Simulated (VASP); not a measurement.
# CaSe (I4/mmm) in VASP: notebook

CaSe is run at these levels: PBEsol; tasks: single point.

Program: VASP 6.6.1. These are calculated values, not measurements. Logs are shortened: lines on timing, memory, paths and dates and some standing lists are left out, and cuts for length are marked.

## (1) The cell of the first run

Symmetry: I4/mmm, No. 139, tetragonal system. The conventional cell has a = 4.541 Å, b = 4.541 Å, c = 5.010 Å, α = 90.00°, β = 90.00°, γ = 90.00°. Ca (site symmetry 4/mmm) has 6 Se at 2.50 to 3.21 Å within 3.3 Å. Se (site symmetry 4/mmm) has 6 Ca at 2.50 to 3.21 Å within 3.3 Å.

## (2) Single point, PBEsol

INCAR

```
SYSTEM = CaSe
  PREC = Accurate
  ENCUT = 520
  EDIFF = 1E-6
  ISMEAR = 0
  SIGMA = 0.05
  LREAL = .False.
  LASPH = .True.
  NELM = 100
  ALGO = Normal
  ISIF = 2
  LWAVE = .False.
  LCHARG = .False.
  GGA = PS
  NBANDS = 15
```

KPOINTS

```
Automatic mesh
0
Gamma
  10 10 10
  0 0 0
```

POSCAR

```
CaSe
1.0
    0.0000000000      3.2112409659      2.5047679534
    3.2112409659      0.0000000000      2.5047679534
    3.2112409659      3.2112409659      0.0000000000
Ca Se
1 1
Direct
    0.0000000000      0.0000000000      0.0000000000
    0.5000000000      0.5000000000      0.5000000000
```

Potentials or basis: VASP PAW PBE potentials, release 64 (Ca_sv, Se).

Run with:

```sh
> cat potpaw_PBE.64/Ca_sv/POTCAR potpaw_PBE.64/Se/POTCAR > POTCAR
> mpirun -np 1 vasp_std > vasp.out
```

OUTCAR:

```text
SYSTEM = CaSe
   PREC = Accurate
   ENCUT = 520
   EDIFF = 1E-6
   ISMEAR = 0
   LREAL = .False.
   LASPH = .True.
   NELM = 100
   ISIF = 2
   GGA = PS

 ion  position               nearest neighbor table
   1  0.000  0.000  0.000-   2 2.50   2 2.50
   2  0.500  0.500  0.500-   1 2.50   1 2.50

  LATTYP: Found a body centered tetragonal cell.
 ALAT       =     4.5413805260
 C/A-ratio  =     1.1030865787

  Lattice vectors:

 A1 = (   0.0000000000,  -3.2112409659,  -2.5047679534)
 A2 = (   0.0000000000,   3.2112409659,  -2.5047679534)
 A3 = (   3.2112409659,   0.0000000000,   2.5047679534)

Analysis of symmetry for initial positions (statically):
=====================================================================
 Subroutine PRICEL returns:
 Original cell was already a primitive cell.

 Routine SETGRP: Setting up the symmetry group for a
 body centered tetragonal supercell.

 Subroutine GETGRP returns: Found 16 space group operations
 (whereof 16 operations were pure point group operations)
 out of a pool of 16 trial point group operations.

The static configuration has the point symmetry D_4h.

Analysis of symmetry for dynamics (positions and initial velocities):
=====================================================================
 Subroutine PRICEL returns:
 Original cell was already a primitive cell.

 Routine SETGRP: Setting up the symmetry group for a
 body centered tetragonal supercell.

 Subroutine GETGRP returns: Found 16 space group operations
 (whereof 16 operations were pure point group operations)
 out of a pool of 16 trial point group operations.

The dynamic configuration has the point symmetry D_4h.

 Subroutine INISYM returns: Found 16 space group operations
 (whereof 16 operations are pure point group operations),
 and found     1 'primitive' translations

----------------------------------------------------------------------------------------

                                     Primitive cell

  volume of cell :      51.6587

  direct lattice vectors                    reciprocal lattice vectors
     0.000000000  3.211240966  2.504767953    -0.155703046  0.155703046  0.199619290
     3.211240966  0.000000000  2.504767953     0.155703046 -0.155703046  0.199619290
     3.211240966  3.211240966  0.000000000     0.155703046  0.155703046 -0.199619290

  length of vectors
     4.072582846  4.072582846  4.541380526     0.297211605  0.297211605  0.297211605

  position of ions in fractional coordinates (direct lattice)
     0.000000000  0.000000000  0.000000000
     0.500000000  0.500000000  0.500000000

  ion indices of the primitive-cell ions
   primitive index   ion index
                 1           1
                 2           2

----------------------------------------------------------------------------------------

 KPOINTS: Automatic mesh

Automatic generation of k-mesh.
 Grid dimensions read from file:
 generate k-points for:   10   10   10

 Generating k-lattice:

  Cartesian coordinates                     Fractional coordinates (reciprocal lattice)
    -0.015570305  0.015570305  0.019961929     0.100000000  0.000000000  0.000000000
     0.015570305 -0.015570305  0.019961929     0.000000000  0.100000000  0.000000000
     0.015570305  0.015570305 -0.019961929    -0.000000000 -0.000000000  0.100000000

  Length of vectors
     0.029721160  0.029721160  0.029721160

  Shift w.r.t. Gamma in fractional coordinates (k-lattice)
     0.000000000  0.000000000  0.000000000

 Subroutine IBZKPT returns following result:
 ===========================================

 Found    102 irreducible k-points:

 Following reciprocal coordinates:
            Coordinates               Weight
  0.000000  0.000000  0.000000      1.000000
  0.100000 -0.000000  0.000000      8.000000
  0.200000 -0.000000  0.000000      8.000000
  0.300000 -0.000000  0.000000      8.000000
  0.400000  0.000000  0.000000      8.000000
  0.500000  0.000000  0.000000      4.000000
[... 16 lines left out ...]
  0.300000  0.300000  0.000000      2.000000
  0.400000  0.300000  0.000000      8.000000
 [... further k-points ...]
   k-points           NKPTS =    102   k-points in BZ     NKDIM =    102   number of bands    NBANDS=     15
   number of dos      NEDOS =    301   number of ions     NIONS =      2
   total plane-waves  NPLWV =  32400
   dimension x,y,z NGX =    30 NGY =   30 NGZ =   36
   dimension x,y,z NGXF=    60 NGYF=   60 NGZF=   72
   ions per type =               1   1
   NGX,Y,Z   is equivalent  to a cutoff of  12.25, 12.25, 13.18 a.u.
   NGXF,Y,Z  is equivalent  to a cutoff of  24.49, 24.49, 26.36 a.u.
 SYSTEM =  CaSe
   PREC   = accura    normal or accurate (medium, high low for compatibility)
   ISTART =      0    job   : 0-new  1-cont  2-samecut
   ICHARG =      2    charge: 1-file 2-atom 10-const
   ISPIN  =      1    spin polarized calculation?
   LNONCOLLINEAR =      F non collinear calculations
   LSORBIT =      F    spin-orbit coupling
   LASPH  =      T    aspherical Exc in radial PAW
   ENCUT  =  520.0 eV  38.22 Ry    6.18 a.u.   7.57  7.57  8.44*2*pi/ulx,y,z
   NELM   =    100;   NELMIN=  2; NELMDL= -5     # of ELM steps
   EDIFF  = 0.1E-05   stopping-criterion for ELM
   LREAL  =      F    real-space projection
   EDIFFG = 0.1E-04   stopping-criterion for IOM
   NSW    =      0    number of steps for IOM
   IBRION =     -1    ionic relax: 0-MD 1-quasi-New 2-CG
   NFREE  =      0    steps in history (QN), initial steepest desc. (CG)
   ISIF   =      2    stress and relaxation
   ISYM   =      2    0-nonsym 1-usesym 2-fastsym
   POTIM  = 0.5000    time-step for ionic-motion
   TEBEG  =    0.0;   TEEND  =   0.0 temperature during run
   PSTRESS=    0.0 pullay stress
   NELECT =      16.0000    total number of electrons
   NUPDOWN=      -1.0000    fix difference up-down
   EMIN   =  10.00;   EMAX   =-10.00  energy-range for DOS
   EFERMI =   0.00;   METHOD = LEGACY
   ISMEAR =     0;   SIGMA  =   0.05  broadening in eV -4-tet -1-fermi 0-gaus
   EFERMI_NEDOS =   21; number of points for ismear=-14 and -15
   IALGO  =     38    algorithm
   IMIX   =      4    mixing-type and parameters
     AMIX     =   0.40;   BMIX     =  1.00
     AMIX_MAG =   1.60;   BMIX_MAG =  1.00
  volume/ion in A,a.u.               =      25.83       174.30
  Fermi-wavevector in a.u.,A,eV,Ry     =   1.107645  2.093145 16.692666  1.226876
  Thomas-Fermi vector in A             =   2.244161
   LORBIT       =      0    0 simple, 1 ext, 2 COOP (PROOUT), +10 PAW based schemes
   GGA     = PS    functional components
   LHFCALC =     F    Hartree Fock is set to
   AEXX    =    0.0000 exact exchange contribution
   IVDW    =     0    specifies the selected vdW correction
   LEPSILON=     F    determine dielectric tensor
   LRPA    =     F    only Hartree local field effects (RPA)
 non-spin polarized calculation
 Gauss-broadening in eV      SIGMA  =   0.05
  energy-cutoff  :      520.00
  volume of cell :       51.66
 maximum number of plane-waves:      1411
   NGX = 15   NGY = 15   NGZ = 17

 number of electron      15.9999998 magnetization

 Free energy of the ion-electron system (eV)
  ---------------------------------------------------
  ext. energy  EPLUGINS =         0.00000000
  ---------------------------------------------------
  free energy    TOTEN  =        -9.17203112 eV

  energy without entropy =       -9.17203112  energy(sigma->0) =       -9.17203112

 E-fermi :   2.9021     XC(G=0):  -9.2351

 val. band max:        2.6911187504   @ k =   0.0000   0.0000   0.0000
 cond. band min:       4.1413724713   @ k =   0.5000   0.5000   0.0000
 fundamental gap:      1.4502537209
 Fermi energy:         2.9021122971

 k-point     1 :       0.0000    0.0000    0.0000
  band No.  band energies     occupation
      1     -36.9204      2.00000
      2     -18.1425      2.00000
      3     -18.0260      2.00000
      4     -18.0260      2.00000
      5      -9.6277      2.00000
      6       2.2618      2.00000
      7       2.2618      2.00000
      8       2.6911      2.00000
      9       4.4133      0.00000
     10       5.6249      0.00000
     11       5.6249      0.00000
     12       6.1504      0.00000
     13       7.2431      0.00000
     14       8.7336      0.00000
     15      12.3096      0.00000

 k-point     2 :       0.1000   -0.0000    0.0000
  band No.  band energies     occupation
      1     -36.9196      2.00000
      2     -18.1541      2.00000
      3     -18.0309      2.00000
      4     -18.0287      2.00000
      5      -9.5440      2.00000
      6       1.7835      2.00000
      7       2.0531      2.00000
      8       2.3757      2.00000
      9       4.8274      0.00000
     10       5.8556      0.00000
     11       5.8872      0.00000
     12       6.4038      0.00000
     13       7.2118      0.00000
     14       9.1632      0.00000
     15      12.2603      0.00000

 k-point     3 :       0.2000   -0.0000    0.0000
  band No.  band energies     occupation
      1     -36.9175      2.00000
      2     -18.1877      2.00000
      3     -18.0399      2.00000
      4     -18.0357      2.00000
      5      -9.3158      2.00000
      6       0.8256      2.00000
      7       1.6217      2.00000
      8       1.8197      2.00000
      9       5.4026      0.00000
     10       6.3216      0.00000
     11       6.6755      0.00000
     12       7.1606      0.00000
     13       7.2127      0.00000
     14      10.0828      0.00000
     15      11.6199      0.00000
[... 343 lines left out ...]
 k-point    23 :       0.3000    0.3000    0.0000
  band No.  band energies     occupation
      1     -36.9104      2.00000
      2     -18.2649      2.00000
      3     -18.0674      2.00000
      4     -18.0674      2.00000
      5      -8.7231      2.00000
      6      -0.2974      2.00000
      7       0.9472      2.00000
      8       0.9472      2.00000
      9       4.9173      0.00000
     10       6.3110      0.00000
     11       7.2614      0.00000
     12       8.8475      0.00000
     13       8.8475      0.00000
     14      12.0259      0.00000
     15      12.0259      0.00000

 k-point    24 :       0.4000    0.3000    0.0000
  band No.  band energies     occupation
      1     -36.9086      2.00000
      2     -18.2604      2.00000
      3     -18.0763      2.00000
      4     -18.0758      2.00000
      5      -8.7579      2.00000
      6      -0.1615      2.00000
      7       0.8166      2.00000
      8       0.8577      2.00000
      9       4.7715      0.00000
     10       7.0217      0.00000
     11       7.6379      0.00000
     12       8.5654      0.00000
     13       8.5982      0.00000
     14      10.9633      0.00000
     15      11.8611      0.00000

 [... further k-points ...]
[... 5 lines left out ...]
  --------------------------------------------------------------------------------------
  -------------------------------------------------------------------------------------
  Total       -1.7048179     -1.7048179     11.6953405      0.0000000      0.0000000     -0.0000000
  in kB      -52.8743797    -52.8743797    362.7272369      0.0000000      0.0000000     -0.0000000
  external PRESSURE =      85.6594925 kB  Pullay stress =       0.0000000 kB

 VOLUME and BASIS-vectors are now :
 -----------------------------------------------------------------------------
  energy-cutoff  :      520.00
  volume of cell :       51.66
      direct lattice vectors                 reciprocal lattice vectors
     0.000000000  3.211240966  2.504767953    -0.155703046  0.155703046  0.199619290
     3.211240966  0.000000000  2.504767953     0.155703046 -0.155703046  0.199619290
     3.211240966  3.211240966  0.000000000     0.155703046  0.155703046 -0.199619290

 POSITION                                       TOTAL-FORCE (eV/Angst)
 -----------------------------------------------------------------------------------
      0.00000      0.00000      0.00000         0.000000      0.000000     -0.000000
      3.21124      3.21124      2.50477         0.000000      0.000000      0.000000
 -----------------------------------------------------------------------------------
    total drift:                               -0.000000      0.000000      0.000000

  FREE ENERGIE OF THE ION-ELECTRON SYSTEM (eV)
  ---------------------------------------------------
  free  energy   TOTEN  =        -9.1720311222 eV

  energy  without entropy=       -9.1720311222  energy(sigma->0) =       -9.17203112
```

Wall time 64 s (1 thread of Intel Xeon Platinum 8259CL at 2.50GHz (Skylake/Cascade Lake), shared host); peak memory 0.23 GiB.

Results:

```
Free energy            : -9.1720 eV
Pressure               : 8.6 GPa
Band gap on the k mesh : 1.45 eV (least direct gap 1.72 eV)
```

Stress tensor (GPa, compression positive):
```
-5.29  0.00  0.00
 0.00 -5.29  0.00
 0.00  0.00 36.27
```

Caveat: the cell stands under pressure; the PAW data sets were made with another functional, which shifts forces and pressure a little. A k mesh can miss the band edges.

## (3) Single point, PBEsol

This run uses another cell than the first one, of the same volume but with other edges.

INCAR

```
ALGO = Normal
EDIFF = 1E-7
ENCUT = 520
GGA = PS
ISIF = 2
ISMEAR = 0
LASPH = True
LCHARG = False
LREAL = False
LWAVE = False
NBANDS = 15
NELM = 100
PREC = Accurate
SIGMA = 0.05
```

KPOINTS

```
k-points
0
Gamma
  10 10 10
```

POSCAR

```
CaSe
1.0
    0.0000000000      2.7084655268      3.5210051849
    2.7084655268      0.0000000000      3.5210051849
    2.7084655268      2.7084655268      0.0000000000
Ca Se
1 1
Direct
    0.0000000000      0.0000000000      0.0000000000
    0.5000000000      0.5000000000      0.5000000000
```

Potentials or basis: VASP PAW PBE potentials, release 64 (Ca_sv, Se).

Run with:

```sh
> cat potpaw_PBE.64/Ca_sv/POTCAR potpaw_PBE.64/Se/POTCAR > POTCAR
> mpirun -np 1 vasp_std > vasp.out
```

Run time: 59 s. Hardware: 1 thread of Intel Xeon Platinum 8259CL at 2.50GHz (Skylake/Cascade Lake), shared host; peak memory 0.24 GiB.

Results (log left out):

| Property | Result |
| --- | --- |
| Free energy | -9.5183 eV |
| Pressure | 6.5 GPa |
| Band gap on the k mesh | 1.81 eV (least direct gap 1.94 eV) |

Stress tensor (GPa, compression positive):
```
12.80  0.00  0.00
 0.00 12.80  0.00
 0.00  0.00 -6.20
```

Levels at points of the mesh, in eV from the valence-band top:
```tsv
k point	band 4	band 5	band 6	band 7	band 8	band 9	band 10	band 11	band 12	band 13
(0.00, 0.00, 0.00)	-20.47	-12.11	-0.42	0.00	0.00	1.94	2.51	4.29	4.29	4.58
(0.50, 0.00, 0.00)	-20.45	-11.19	-3.59	-1.64	-1.45	3.98	5.50	5.64	5.82	6.05
(0.50, 0.50, 0.00)	-20.49	-11.78	-2.98	-0.41	-0.41	1.81	4.79	5.79	5.84	5.84
(0.50, 0.00, 0.50)	-20.56	-11.44	-2.37	-1.57	-0.92	1.93	4.48	4.99	5.86	6.58
```

Caveat: the cell stands under pressure; the PAW data sets were made with another functional, which shifts forces and pressure a little.

## (4) Single point, PBEsol

This run uses another cell than the first one, of the same volume but with other edges.

INCAR

```
PREC = Accurate ; ENCUT = 520
EDIFF = 1E-6 ; ISMEAR = 0
SIGMA = 0.05 ; LREAL = F
LASPH = T ; NELM = 100
ALGO = Normal ; ISIF = 2
LWAVE = F ; LCHARG = F
GGA = PS ; NBANDS = 15
```

KPOINTS

```
Automatic mesh
0
Gamma
  10 10 10
```

POSCAR

```
CaSe
1.0
    0.0000000000      3.0393110843      2.7961661976
    3.0393110843      0.0000000000      2.7961661976
    3.0393110843      3.0393110843      0.0000000000
Ca Se
1 1
Direct
    0.0000000000      0.0000000000      0.0000000000
    0.5000000000      0.5000000000      0.5000000000
```

Run with:

```sh
> cat potpaw_PBE.64/Ca_sv/POTCAR potpaw_PBE.64/Se/POTCAR > POTCAR
> mpirun -np 1 vasp_std > vasp.out
```

Run time: 45 s. Hardware: 1 thread of Intel Xeon Platinum 8259CL at 2.50GHz (Skylake/Cascade Lake), shared host; peak memory 0.23 GiB.

Results (log left out):

```
Free energy            : -9.9957 eV
Pressure               : 0.0 GPa
Band gap on the k mesh : 1.85 eV (least direct gap 2.72 eV)
```

Stress tensor (GPa, compression positive):
```
-2.99  0.00  0.00
 0.00 -2.99  0.00
 0.00  0.00  6.03
```

Levels at points of the mesh, in eV from the valence-band top:
| k point | band 4 | band 5 | band 6 | band 7 | band 8 | band 9 | band 10 | band 11 | band 12 | band 13 |
| --- | --- | --- | --- | --- | --- | --- | --- | --- | --- | --- |
| (0.00, 0.00, 0.00) | -20.62 | -11.88 | -0.05 | -0.05 | 0.00 | 2.92 | 3.45 | 3.45 | 4.00 | 4.07 |
| (0.50, 0.00, 0.00) | -20.62 | -11.15 | -3.39 | -1.29 | -1.27 | 4.31 | 5.34 | 5.53 | 5.59 | 7.20 |
| (0.50, 0.50, 0.00) | -20.67 | -11.25 | -2.38 | -1.19 | -1.19 | 1.85 | 4.89 | 5.16 | 5.96 | 5.96 |
| (0.50, 0.00, 0.50) | -20.64 | -11.33 | -2.68 | -0.94 | -0.79 | 1.93 | 4.63 | 5.33 | 5.89 | 6.01 |

Caveat: the PAW data sets were made with another functional, which shifts forces and pressure a little. A k mesh can miss the band edges.

## (5) Overview

```csv
cell,gap on the mesh (eV),pressure (GPa)
"a = 4.073, b = 4.073, c = 4.541 Å, angles 56.1, 56.1, 67.8°, 2 atoms",1.45,8.6
"a = 4.442, b = 4.442, c = 3.830 Å, angles 64.5, 64.5, 51.1°, 2 atoms",1.81,6.5
"a = 4.130, b = 4.130, c = 4.298 Å, angles 58.6, 58.6, 62.7°, 2 atoms",1.85,0.0
```

Alike in all rows: task single point; level PBEsol; potentials or basis VASP PAW PBE potentials, release 64 (Ca_sv, Se); no spin polarisation; k mesh 10 × 10 × 10; cutoff (eV) 520; smearing gaussian 0.05 eV.

Caveats: the PAW data sets were made with another functional, which shifts forces and pressure a little; the cell stands under pressure (at least some runs).

Total energies depend on the potentials used, so only differences within one code and one set of settings carry meaning.
